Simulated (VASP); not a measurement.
# Co (Pm-3n) in VASP: single point with PBE

Aim: the single point of Co with PBE.

Everything below comes from runs of VASP 6.6.1. Logs are shortened: lines on timing, memory, paths and dates and some standing lists are left out, and cuts for length are marked.

## (1) The cell of the first run

The structure is cubic, space group Pm-3n (No. 223). Conventional cell: a = 4.467 Å, b = 4.467 Å, c = 4.467 Å, α = 90.00°, β = 90.00°, γ = 90.00°. Within 3.3 Å of Co (site symmetry m-3) lie 12 Co at 2.50 Å. Within 3.0 Å of Co (site symmetry -4m2) lie 14 Co at 2.23 to 2.74 Å.

## (2) Single point, PBE, collinear spin, ferromagnetic start

File INCAR:

```
SYSTEM = Co
ALGO     = Normal         ! electronic algorithm
EDIFF    = 1E-6           ! SCF threshold, eV
ENCUT    = 600            ! plane-wave cutoff, eV
GGA      = PE             ! functional
GGA_COMPAT= .False.      
ISIF     = 2              ! what is computed and relaxed
ISMEAR   = -1             ! smearing method
ISPIN    = 2              ! spin polarisation
LASPH    = .True.         ! aspherical terms in the spheres
LCHARG   = .False.        ! write CHGCAR
LMAXMIX  = 4              ! l up to which the mixer works
LORBIT   = 11             ! projections on sites
LREAL    = .False.        ! projectors in reciprocal space
LWAVE    = .False.        ! write WAVECAR
MAGMOM   = 1.729 1.729 1.788 1.788 1.788 1.788 1.788 1.788 ! initial moments
NBANDS   = 50             ! bands
NELM     = 200            ! most SCF steps
PREC     = Accurate       ! precision mode
SIGMA    = 0.05           ! smearing width, eV
```

File KPOINTS:

```
k-points
0
Gamma
  8 8 8
  0 0 0
```

File POSCAR:

```
Co
1.0
    4.4669254338      0.0000000000      0.0000000000
    0.0000000000      4.4669254338      0.0000000000
    0.0000000000      0.0000000000      4.4669254338
Co
8
Direct
    0.0000000000      1.0000000000      0.0000000000
    0.5000000000      0.5000000000      0.5000000000
    0.2500000000      0.0000000000      0.5000000000
    0.7500000000      0.0000000000      0.5000000000
    0.5000000000      0.2500000000      1.0000000000
    0.5000000000      0.7500000000      0.0000000000
    1.0000000000      0.5000000000      0.2500000000
    1.0000000000      0.5000000000      0.7500000000
```

Potentials or basis: VASP PAW PBE potentials, release 64 (Co).

On the command line:

```
> cat potpaw_PBE.64/Co/POTCAR > POTCAR
> mpirun -np 1 vasp_std > vasp.out
```

OUTCAR:

```text
SYSTEM = Co
   EDIFF = 1E-6
   ENCUT = 600
   GGA = PE
   ISIF = 2
   ISMEAR = -1
   ISPIN = 2
   LASPH = .True.
   LORBIT = 11
   LREAL = .False.
   NELM = 200
   PREC = Accurate

 ion  position               nearest neighbor table
   1  0.000  0.000  0.000-   3 2.50   4 2.50   5 2.50   6 2.50   7 2.50   8 2.50   3 2.50   4 2.50
                             7 2.50   8 2.50   5 2.50   6 2.50
   2  0.500  0.500  0.500-   3 2.50   4 2.50   5 2.50   6 2.50   7 2.50   8 2.50   5 2.50   6 2.50
                             3 2.50   4 2.50   7 2.50   8 2.50
   3  0.250  0.000  0.500-   4 2.23   4 2.23   1 2.50   1 2.50   2 2.50   2 2.50   8 2.74   5 2.74
                             5 2.74   6 2.74   6 2.74   7 2.74   8 2.74   7 2.74
   4  0.750  0.000  0.500-   3 2.23   3 2.23   1 2.50   1 2.50   2 2.50   2 2.50   8 2.74   5 2.74
                             5 2.74   6 2.74   6 2.74   7 2.74   8 2.74   7 2.74
   5  0.500  0.250  0.000-   6 2.23   6 2.23   1 2.50   2 2.50   2 2.50   1 2.50   8 2.74   4 2.74
                             3 2.74   4 2.74   3 2.74   7 2.74   7 2.74   8 2.74
   6  0.500  0.750  0.000-   5 2.23   5 2.23   1 2.50   2 2.50   2 2.50   1 2.50   8 2.74   4 2.74
                             3 2.74   4 2.74   3 2.74   7 2.74   7 2.74   8 2.74
   7  0.000  0.500  0.250-   8 2.23   8 2.23   1 2.50   2 2.50   1 2.50   2 2.50   3 2.74   4 2.74
                             5 2.74   3 2.74   4 2.74   6 2.74   5 2.74   6 2.74
   8  0.000  0.500  0.750-   7 2.23   7 2.23   1 2.50   2 2.50   1 2.50   2 2.50   3 2.74   4 2.74
                             5 2.74   3 2.74   4 2.74   6 2.74   5 2.74   6 2.74

  LATTYP: Found a simple cubic cell.
 ALAT       =     4.4669254338

  Lattice vectors:

 A1 = (   4.4669254338,   0.0000000000,   0.0000000000)
 A2 = (   0.0000000000,   4.4669254338,   0.0000000000)
 A3 = (   0.0000000000,   0.0000000000,   4.4669254338)

Analysis of symmetry for initial positions (statically):
=====================================================================
 Subroutine PRICEL returns:
 Original cell was already a primitive cell.

 Routine SETGRP: Setting up the symmetry group for a
 simple cubic supercell.

 Subroutine GETGRP returns: Found 48 space group operations
 (whereof 24 operations were pure point group operations)
 out of a pool of 48 trial point group operations.

The static configuration has the point symmetry T_h .
 The point group associated with its full space group is O_h .

Analysis of symmetry for dynamics (positions and initial velocities):
=====================================================================
 Subroutine PRICEL returns:
 Original cell was already a primitive cell.

 Routine SETGRP: Setting up the symmetry group for a
 simple cubic supercell.

 Subroutine GETGRP returns: Found 48 space group operations
[... 178 lines left out ...]

 E-fermi :  10.1428     XC(G=0): -13.2381

 val. band max:       10.1365473517   @ k =   0.3750   0.2500   0.1250
 cond. band min:      10.1474058343   @ k =   0.5000   0.2500   0.0000
 fundamental gap:      0.0108584826
 Fermi energy:        10.1428358699

 spin component 1

 k-point     1 :       0.0000    0.0000    0.0000
  band No.  band energies     occupation
      1       1.1336      1.00000
      2       4.8543      1.00000
      3       4.8543      1.00000
      4       5.4990      1.00000
      5       5.6347      1.00000
      6       5.6347      1.00000
[... 1213 lines left out ...]
     47      13.6147      0.00000
     48      14.4433      0.00000

 [... further k-points ...]

 spin component 2

 k-point     1 :       0.0000    0.0000    0.0000
  band No.  band energies     occupation
      1       1.1517      1.00000
      2       5.7402      1.00000
      3       5.7402      1.00000
      4       6.2442      1.00000
      5       7.0409      1.00000
      6       7.0409      1.00000
[... 1213 lines left out ...]
     47      14.4089      0.00000
     48      15.2283      0.00000

 [... further k-points ...]

 [bands above 48 left out]

------------------------ aborting loop because EDIFF is reached ----------------------------------------

  FORCE on cell =-STRESS in cart. coord.  units (eV):
  Direction    XX          YY          ZZ          XY          YZ          ZX
  --------------------------------------------------------------------------------------
  -------------------------------------------------------------------------------------
  Total       -0.6202961     -0.6202961     -0.6202961     -0.0000000     -0.0000000     -0.0000000
  in kB      -11.1502216    -11.1502216    -11.1502216     -0.0000000     -0.0000000     -0.0000000
  external PRESSURE =     -11.1502216 kB  Pullay stress =       0.0000000 kB

 VOLUME and BASIS-vectors are now :
 -----------------------------------------------------------------------------
  energy-cutoff  :      600.00
  volume of cell :       89.13
      direct lattice vectors                 reciprocal lattice vectors
     4.466925434  0.000000000  0.000000000     0.223867628  0.000000000  0.000000000
     0.000000000  4.466925434  0.000000000     0.000000000  0.223867628  0.000000000
     0.000000000  0.000000000  4.466925434     0.000000000  0.000000000  0.223867628

 POSITION                                       TOTAL-FORCE (eV/Angst)
 -----------------------------------------------------------------------------------
      0.00000      0.00000      0.00000         0.000000     -0.000000      0.000000
      2.23346      2.23346      2.23346         0.000000     -0.000000      0.000000
      1.11673      0.00000      2.23346        -0.000000     -0.000000     -0.000000
      3.35019      0.00000      2.23346         0.000000     -0.000000      0.000000
      2.23346      1.11673      0.00000        -0.000000     -0.000000     -0.000000
      2.23346      3.35019      0.00000        -0.000000      0.000000      0.000000
      0.00000      2.23346      1.11673        -0.000000      0.000000     -0.000000
      0.00000      2.23346      3.35019         0.000000      0.000000      0.000000
 -----------------------------------------------------------------------------------
    total drift:                                0.000000      0.000000     -0.000000

  FREE ENERGIE OF THE ION-ELECTRON SYSTEM (eV)
  ---------------------------------------------------
  free  energy   TOTEN  =       -55.5680449389 eV

  energy  without entropy=      -55.4942788527  energy(sigma->0) =      -55.53116190

 total charge

# of ion       s       p       d       tot
------------------------------------------
    1        0.485   0.515   7.256   8.257
    2        0.485   0.515   7.256   8.257
    3        0.481   0.502   7.256   8.239
    4        0.481   0.502   7.256   8.239
    5        0.481   0.502   7.256   8.239
    6        0.481   0.502   7.256   8.239
    7        0.481   0.502   7.256   8.239
    8        0.481   0.502   7.256   8.239
--------------------------------------------------
tot          3.856   4.042  58.050  65.948

 magnetization (x)

# of ion       s       p       d       tot
------------------------------------------
    1       -0.015  -0.054   1.727   1.658
    2       -0.015  -0.054   1.727   1.658
    3       -0.007  -0.048   1.774   1.719
    4       -0.007  -0.048   1.774   1.719
    5       -0.007  -0.048   1.774   1.719
    6       -0.007  -0.048   1.774   1.719
    7       -0.007  -0.048   1.774   1.719
    8       -0.007  -0.048   1.774   1.719
--------------------------------------------------
tot         -0.070  -0.393  14.096  13.633
```

stdout:

```text
POSCAR found type information on POSCAR Co
 POSCAR found :  1 types and       8 ions
 scaLAPACK will be used
 LDA part: xc-table for (Slater+PW92), standard interpolation
 POSCAR, INCAR and KPOINTS ok, starting setup
 FFT: planning ... GRIDC
 FFT: planning ... GRID_SOFT
 FFT: planning ... GRID
 WAVECAR not read
 entering main loop
```

It took 2.8 min on 1 thread of Intel Xeon 6975P-C (Granite Rapids), shared host; peak memory 0.39 GiB.

What came out:

| Item | Value |
| --- | --- |
| Free energy | -55.5680 eV |
| Pressure | -1.1 GPa |
| Net moment | 13.47 μB per cell |
| Site moments | Co +1.66, +1.72 (each value once) μB |
| Valence electrons inside the program's atomic spheres | Co 8.26, 8.24 (each value once) |
